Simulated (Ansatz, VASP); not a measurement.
## Pt3Pb: VASP beside Ansatz

File INCAR:

```
SYSTEM = Pt3Pb
  ALGO = Normal
  EDIFF = 1E-6
  ENCUT = 520
  ISIF = 2
  ISMEAR = -1
  LASPH = .TRUE.
  LCHARG = .FALSE.
  LREAL = .FALSE.
  LWAVE = .FALSE.
  NBANDS = 30
  NELM = 100
  PREC = Accurate
  SIGMA = 0.03
```

File KPOINTS:

```
k-points
0
G
  9 9 9
  0 0 0
```

Contents of POSCAR:

```
Pt3Pb
1.0
    4.1391600000      0.0000000000      0.0000000000
    0.0000000000      4.1391600000      0.0000000000
    0.0000000000      0.0000000000      4.0580000000
Pt Pb
3 1
Direct
    0.0000000000      0.5000000000      0.5000000000
    0.5000000000      0.0000000000      0.5000000000
    0.5000000000      0.5000000000      0.0000000000
    0.0000000000      0.0000000000      0.0000000000
```

Input for Ansatz:

```yaml
crystal:
  lattice:
    - [4.13916, 0.0, 0.0]
    - [0.0, 4.13916, 0.0]
    - [0.0, 0.0, 4.058]
  atoms:
    - { symbol: Pt, position: [0.0, 0.5, 0.5] }
    - { symbol: Pt, position: [0.5, 0.0, 0.5] }
    - { symbol: Pt, position: [0.5, 0.5, 0.0] }
    - { symbol: Pb, position: [0.0, 0.0, 0.0] }
kpoints:
  mp_grid: { grid: [9, 9, 9] }
  band_path:
    path:
      - [0.0, 0.0, 0.0]
      - [0.0, 0.5, 0.0]
      - [0.5, 0.5, 0.0]
      - [0.0, 0.0, 0.0]
      - [0.0, 0.0, 0.5]
      - [0.0, 0.5, 0.5]
      - [0.5, 0.5, 0.5]
      - [0.0, 0.0, 0.5]
      - [0.0, 0.5, 0.0]
    npoints: 5
scf:
  occupations: { method: fermi_dirac, width: 0.03 }
hamiltonian:
  xc: lda
  pseudopotentials: { kind: all_electron, lapw: { basis_error: 0.001 } }
output:
  forces: true
  stress: true
  eigenvalues: true
```

Change from the starting cell: equal xx and yy strain of +2 %.

Alike in both runs: task single point; functional LDA; k mesh 9 × 9 × 9; occupations fermi-dirac, width 0.03 eV; no spin polarisation.

```csv
,VASP,Ansatz
version,VASP 6.6.1,Ansatz 0.2.0
potentials or method,"VASP PAW LDA potentials, release 64 (Pt, Pb_d), cutoff 520 eV","all-electron LAPW, scalar-relativistic"
```

VASP gave:

* pressure (GPa): -9.6
* traceless stress, the component that is largest in VASP (GPa): 0.89

Problem. Which values does Ansatz return?

Solution. Pressure (GPa): -10.1; traceless stress, the component that is largest in VASP (GPa): 0.87.

LDA's correlation is that of Perdew and Zunger in VASP and of Perdew and Wang (1992) in Ansatz. Ansatz ran all-electron here, and VASP with PAW potentials.

Neither program's run includes spin-orbit coupling.
